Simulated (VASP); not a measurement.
A run of VASP 6.6.1 is set up as follows.

The input INCAR:

```
PREC = Accurate ; ENCUT = 520
EDIFF = 1E-7 ; ISMEAR = 0
SIGMA = 0.02 ; LREAL = F
LASPH = T ; NELM = 100
ALGO = Normal ; ISIF = 2
LWAVE = F ; LCHARG = F
LDIPOL = T ; IDIPOL = 3
DIPOL = 0.5 0.5 0.500 ; GGA = PE
IVDW = 12 ; IBRION = 2
NSW = 70 ; EDIFFG = -0.01
```

The input KPOINTS:

```
Automatic mesh
0
Gamma
  10 10 1
```

The input POSCAR:

```
BN
1.0
    2.5087542034      0.0014369843      0.0000000000
    1.2531178291      2.1733719020      0.0000000000
    0.0000000000      0.0000000000     32.6000000000
B N
2 2
Selective dynamics
Direct
    0.4999824924      0.4999824924      0.4493865031  F F T
    0.4999824924      0.4999824924      0.5506134969  F F T
    0.8333175176      0.8333175176      0.4493865031  T T T
    0.8333175176      0.8333175176      0.5506134969  T T T
```

Potentials or basis: VASP PAW PBE potentials, release 64 (B, N).

Launch:

```sh
$ cat potpaw_PBE.64/B/POTCAR potpaw_PBE.64/N/POTCAR > POTCAR
$ mpirun -np 1 vasp_std > vasp.out
```

Estimate the band gap on the k mesh.

4.37 eV (least direct gap 4.47 eV).

Estimate the dispersion energy per atom.

-0.100 eV.

Predict the energy gained by relaxing.

4.4 meV/atom.

The path:
| step | energy change (eV) | largest force on free atoms (eV/Å) | pressure (GPa) |
| --- | --- | --- | --- |
| 1 | 0.0000 | 0.0794 | 0.02 |
| 2 | -0.0009 | 0.0698 | 0.01 |
| 3 | -0.0030 | 0.1148 | 0.00 |
| 4 | -0.0055 | 0.2060 | -0.01 |
| 5 | -0.0038 | 0.3923 | -0.04 |
| 6 | -0.0059 | 0.2619 | -0.02 |
| 7 | -0.0062 | 0.2581 | -0.02 |
| 8 | -0.0070 | 0.2469 | -0.02 |
| 9 | -0.0084 | 0.2243 | -0.03 |
| 10 | -0.0109 | 0.1797 | -0.03 |
| 11 | -0.0145 | 0.0917 | -0.04 |
| 12 | -0.0167 | 0.0908 | -0.06 |
| 13 | -0.0168 | 0.0704 | -0.06 |
| 14 | -0.0171 | 0.0461 | -0.06 |
| 15 | -0.0174 | 0.0112 | -0.06 |
| 16 | -0.0174 | 0.0126 | -0.06 |
| 17 | -0.0174 | 0.0076 | -0.06 |
